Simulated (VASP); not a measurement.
# Li (Immm) in VASP: single point with PBE

Aim: the single point of Li with PBE.

Everything below comes from runs of VASP 6.6.1. Logs are shortened: lines on timing, memory, paths and dates and some standing lists are left out, and cuts for length are marked.

## (1) The cell of the first run

The typed cell holds 1 atom: a = 2.975 Å, b = 2.975 Å, c = 2.975 Å, α = 109.23°, β = 109.99°, γ = 109.19°.

## (2) Single point, PBE

The input, POSCAR:

```
Li
1.0
   -1.7227693538      1.7068202646      1.7236276828
    1.7227693538     -1.7068202646      1.7236276828
    1.7227693538      1.7068202646     -1.7236276828
Li
1
Direct
    0.0000000000      0.5000000000      0.5000000000
```

The input, INCAR.step1:

```
PREC = Accurate
ENCUT = 520
EDIFF = 1E-6
ISMEAR = 0
SIGMA = 0.1
LREAL = False
LASPH = True
NELM = 80
ALGO = Fast
ISIF = 2
LWAVE = False
LCHARG = True
GGA = PE
NBANDS = 8
```

The input, KPOINTS.step1:

```
regular mesh
0
Gamma
  24 24 24
```

The input, INCAR.step2:

```
PREC = Accurate
ENCUT = 520
EDIFF = 1E-6
ISMEAR = -5
SIGMA = 0.1
LREAL = False
LASPH = True
NELM = 80
ALGO = Fast
ISIF = 2
LWAVE = False
LCHARG = False
GGA = PE
LORBIT = 11
NEDOS = 1001
ICHARG = 11
```

The input, KPOINTS.step2:

```
regular mesh
0
Gamma
  36 36 36
```

Potentials or basis: VASP PAW PBE potentials, release 64 (Li_sv).

On the command line:

```console
> cat potpaw_PBE.64/Li_sv/POTCAR > POTCAR
> cp INCAR.step1 INCAR
> cp KPOINTS.step1 KPOINTS
> mpirun -np 1 vasp_std > vasp.out
> cp INCAR.step2 INCAR
> cp KPOINTS.step2 KPOINTS
> mpirun -np 1 vasp_std > vasp.out
```

OUTCAR:

```text
PREC = Accurate
   ENCUT = 520
   EDIFF = 1E-6
   ISMEAR = -5
   LREAL = False
   LASPH = True
   NELM = 80
   ISIF = 2
   GGA = PE
   LORBIT = 11
   ICHARG = 11

 ion  position               nearest neighbor table
   1  0.000  0.500  0.500-

  LATTYP: Found a body centered orthorhombic cell.
 ALAT       =     3.4136405292
 B/A-ratio  =     1.0093443285
 C/A-ratio  =     1.0098472104

  Lattice vectors:

 A1 = (   1.7227693538,  -1.7068202646,  -1.7236276828)
 A2 = (  -1.7227693538,   1.7068202646,  -1.7236276828)
 A3 = (   1.7227693538,   1.7068202646,   1.7236276828)

Analysis of symmetry for initial positions (statically):
=====================================================================
 Subroutine PRICEL returns:
 Original cell was already a primitive cell.

 Routine SETGRP: Setting up the symmetry group for a
 body centered orthorhombic supercell.

 Subroutine GETGRP returns: Found  8 space group operations
 (whereof  8 operations were pure point group operations)
 out of a pool of  8 trial point group operations.

The static configuration has the point symmetry D_2h.

Analysis of symmetry for dynamics (positions and initial velocities):
=====================================================================
 Subroutine PRICEL returns:
 Original cell was already a primitive cell.

 Routine SETGRP: Setting up the symmetry group for a
 body centered orthorhombic supercell.

 Subroutine GETGRP returns: Found  8 space group operations
 (whereof  8 operations were pure point group operations)
 out of a pool of  8 trial point group operations.

The dynamic configuration has the point symmetry D_2h.

 Subroutine INISYM returns: Found  8 space group operations
 (whereof  8 operations are pure point group operations),
 and found     1 'primitive' translations

----------------------------------------------------------------------------------------

                                     Primitive cell

  volume of cell :      20.2730

  direct lattice vectors                    reciprocal lattice vectors
    -1.722769354  1.706820265  1.723627683     0.000000000  0.292942386  0.290085849
     1.722769354 -1.706820265  1.723627683     0.290230378  0.000000000  0.290085849
     1.722769354  1.706820265 -1.723627683     0.290230378  0.292942386  0.000000000

  length of vectors
     2.975241511  2.975241511  2.975241511     0.412268167  0.410345552  0.412369874

[... 82 lines left out ...]
   EDIFFG = 0.1E-04   stopping-criterion for IOM
   NSW    =      0    number of steps for IOM
   IBRION =     -1    ionic relax: 0-MD 1-quasi-New 2-CG
   NFREE  =      0    steps in history (QN), initial steepest desc. (CG)
   ISIF   =      2    stress and relaxation
   ISYM   =      2    0-nonsym 1-usesym 2-fastsym
   POTIM  = 0.5000    time-step for ionic-motion
   TEBEG  =    0.0;   TEEND  =   0.0 temperature during run
   PSTRESS=    0.0 pullay stress
   NELECT =       3.0000    total number of electrons
   NUPDOWN=      -1.0000    fix difference up-down
   EMIN   =  10.00;   EMAX   =-10.00  energy-range for DOS
   EFERMI =   0.00;   METHOD = LEGACY
   ISMEAR =    -5;   SIGMA  =   0.10  broadening in eV -4-tet -1-fermi 0-gaus
   EFERMI_NEDOS =   21; number of points for ismear=-14 and -15
   IALGO  =     68    algorithm
   IMIX   =      4    mixing-type and parameters
     AMIX     =   0.40;   BMIX     =  1.00
     AMIX_MAG =   1.60;   BMIX_MAG =  1.00
  volume/ion in A,a.u.               =      20.27       136.81
  Fermi-wavevector in a.u.,A,eV,Ry     =   0.865916  1.636344 10.201793  0.749811
  Thomas-Fermi vector in A             =   1.984229
   LORBIT       =     11    0 simple, 1 ext, 2 COOP (PROOUT), +10 PAW based schemes
   GGA     = PE    functional components
   LHFCALC =     F    Hartree Fock is set to
   AEXX    =    0.0000 exact exchange contribution
   IVDW    =     0    specifies the selected vdW correction
   LEPSILON=     F    determine dielectric tensor
   LRPA    =     F    only Hartree local field effects (RPA)
 non-spin polarized calculation
 RMM-DIIS sequential band-by-band and
 Fermi weights with tetrahedron method with Bloechl corrections
  energy-cutoff  :      520.00
  volume of cell :       20.27
 maximum number of plane-waves:       567

 number of electron       3.0000000 magnetization

 Free energy of the ion-electron system (eV)
  ---------------------------------------------------
  ext. energy  EPLUGINS =         0.00000000
  ---------------------------------------------------
  free energy    TOTEN  =        -1.90458988 eV

  energy without entropy =       -1.90458988  energy(sigma->0) =       -1.90458988

 E-fermi :   0.6440     XC(G=0):  -7.0443

 val. band max:        0.6403545561   @ k =  -0.1389  -0.3889   0.0556
 cond. band min:       0.6396541981   @ k =   0.4444  -0.3611   0.1111
 fundamental gap:     -0.0007003580
 Fermi energy:         0.6440445996

 k-point     1 :       0.0000    0.0000    0.0000
  band No.  band energies     occupation
      1     -45.9103      2.00000
      2      -2.9359      2.00000
      3      15.2068      0.00000
      4      15.2093      0.00000
      5      15.2636      0.00000
[... 177 lines left out ...]
 k-point    24 :       0.1111    0.0278    0.0000
  band No.  band energies     occupation
      1     -45.9074      2.00000
      2      -2.6289      2.00000
      3      13.3052      0.00000
      4      13.9255      0.00000
      5      14.6247      0.00000

 [... further k-points ...]

------------------------ aborting loop because EDIFF is reached ----------------------------------------

  FORCE on cell =-STRESS in cart. coord.  units (eV):
  Direction    XX          YY          ZZ          XY          YZ          ZX
  --------------------------------------------------------------------------------------
  -------------------------------------------------------------------------------------
  Total       -0.0052393     -0.0031566     -0.0045348     -0.0000000      0.0000000      0.0000000
  in kB       -0.4140592     -0.2494682     -0.3583876     -0.0000000      0.0000000      0.0000000
  external PRESSURE =      -0.3406383 kB  Pullay stress =       0.0000000 kB

 VOLUME and BASIS-vectors are now :
 -----------------------------------------------------------------------------
  energy-cutoff  :      520.00
  volume of cell :       20.27
      direct lattice vectors                 reciprocal lattice vectors
    -1.722769354  1.706820265  1.723627683     0.000000000  0.292942386  0.290085849
     1.722769354 -1.706820265  1.723627683     0.290230378  0.000000000  0.290085849
     1.722769354  1.706820265 -1.723627683     0.290230378  0.292942386  0.000000000

 POSITION                                       TOTAL-FORCE (eV/Angst)
 -----------------------------------------------------------------------------------
      1.72277      0.00000      0.00000         0.000000      0.000000     -0.000000
 -----------------------------------------------------------------------------------
    total drift:                                0.000000     -0.000000     -0.000000

  FREE ENERGIE OF THE ION-ELECTRON SYSTEM (eV)
  ---------------------------------------------------
  free  energy   TOTEN  =        -1.9045898838 eV

  energy  without entropy=       -1.9045898838  energy(sigma->0) =       -1.90458988

 total charge

# of ion       s       p       d       tot
------------------------------------------
    1        2.033   0.041   0.000   2.074
```

OSZICAR.step1:

```text
N       E                     dE             d eps       ncg     rms          rms(c)
DAV:   1     0.304711223508E+01    0.30471E+01   -0.16154E+03 31648   0.274E+02
DAV:   2    -0.175714757214E+01   -0.48043E+01   -0.46544E+01 45656   0.281E+01
DAV:   3    -0.189996889403E+01   -0.14282E+00   -0.14227E+00 33016   0.760E+00
DAV:   4    -0.190768218703E+01   -0.77133E-02   -0.76984E-02 47800   0.867E-01
DAV:   5    -0.190769969003E+01   -0.17503E-04   -0.17503E-04 34568   0.430E-02    0.211E-01
RMM:   6    -0.190660177500E+01    0.10979E-02   -0.12911E-04 46080   0.631E-02    0.127E-01
RMM:   7    -0.190608709148E+01    0.51468E-03   -0.70978E-04 51437   0.133E-01    0.250E-02
RMM:   8    -0.190609982410E+01   -0.12733E-04   -0.71758E-05 51609   0.515E-02    0.605E-03
RMM:   9    -0.190610229967E+01   -0.24756E-05   -0.34738E-05 52209   0.356E-02    0.391E-03
RMM:  10    -0.190610207798E+01    0.22169E-06   -0.12161E-05 50219   0.220E-02    0.610E-03
RMM:  11    -0.190610125889E+01    0.81909E-06   -0.54183E-06 46653   0.151E-02
   1 F= -.19061013E+01 E0= -.19049982E+01  d E =-.220602E-02
```

Wall time 4.6 min (1 thread of AMD EPYC 9R45 (Zen 5), shared host); peak memory 0.73 GiB.

Results:

```yaml
Valence_electrons_inside_the_program's_atomic_spheres: Li 2.07
```

Levels at points of the mesh, in eV from the Fermi level:
| k point | band 1 | band 2 | band 3 | band 4 | band 5 |
| --- | --- | --- | --- | --- | --- |
| (0.00, 0.00, 0.00) | -46.55 | -3.58 | 14.56 | 14.57 | 14.62 |
| (0.50, 0.00, 0.00) | -46.53 | 0.24 | 3.26 | 10.30 | 11.76 |
| (0.00, 0.50, 0.00) | -46.54 | 0.20 | 3.20 | 10.43 | 11.93 |
| (0.50, 0.50, 0.00) | -46.53 | 0.24 | 3.26 | 10.30 | 11.75 |
| (0.50, 0.50, 0.50) | -46.52 | 5.42 | 5.44 | 5.64 | 7.69 |

Caveat: the cutoff is under 1.25 times the usual one of these potentials, so pressure, stress and relaxed cells hold a basis-set (Pulay) error.
